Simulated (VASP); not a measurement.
Write the native input for VASP 6.6.1 that does the following.

- Task: single point
- Functional: LDA
- Potentials or basis: VASP PAW LDA potentials, release 64 (Zn, Se)
- Cutoff: 520 eV
- k mesh: 14 × 14 × 14
- Occupations: fermi-dirac, width 0.1 eV
- Spin: no spin polarisation
- Dipole correction: no
- Further INCAR settings: ALGO = Normal; EDIFF = 1e-06; NBANDS = 16

The structure of ZnSe lies in POSCAR:

```
ZnSe
1.0
    0.0000000000      2.7837629267      2.7837629267
    2.7837629267      0.0000000000      2.7837629267
    2.7837629267      2.7837629267      0.0000000000
Zn Se
1 1
Direct
    0.0000000000      0.0000000000      0.0000000000
    0.7500000000      0.7500000000      0.7500000000
```

The input as run:

INCAR

```
PREC = Accurate
ENCUT = 520
EDIFF = 1E-6
ISMEAR = -1
SIGMA = 0.1
LREAL = F
LASPH = T
NELM = 100
ALGO = Normal
ISIF = 2
LWAVE = F
LCHARG = F
NBANDS = 16
```

KPOINTS

```
regular mesh
0
Gamma
  14 14 14
```

Potentials or basis: VASP PAW LDA potentials, release 64 (Zn, Se).

Launch:

```sh
$ cat potpaw_LDA.64/Zn/POTCAR potpaw_LDA.64/Se/POTCAR > POTCAR
$ mpirun -np 1 vasp_std > vasp.out
```

Results of the run:

```json
{"Pressure": "0.4 GPa", "Band gap on the k mesh": "1.29 eV, direct"}
```

It took 54 s on 1 thread of Intel(R) Xeon(R) Platinum 8259CL CPU @ 2.50GHz (Skylake/Cascade Lake) (shared host), peak memory 0.2 GiB.
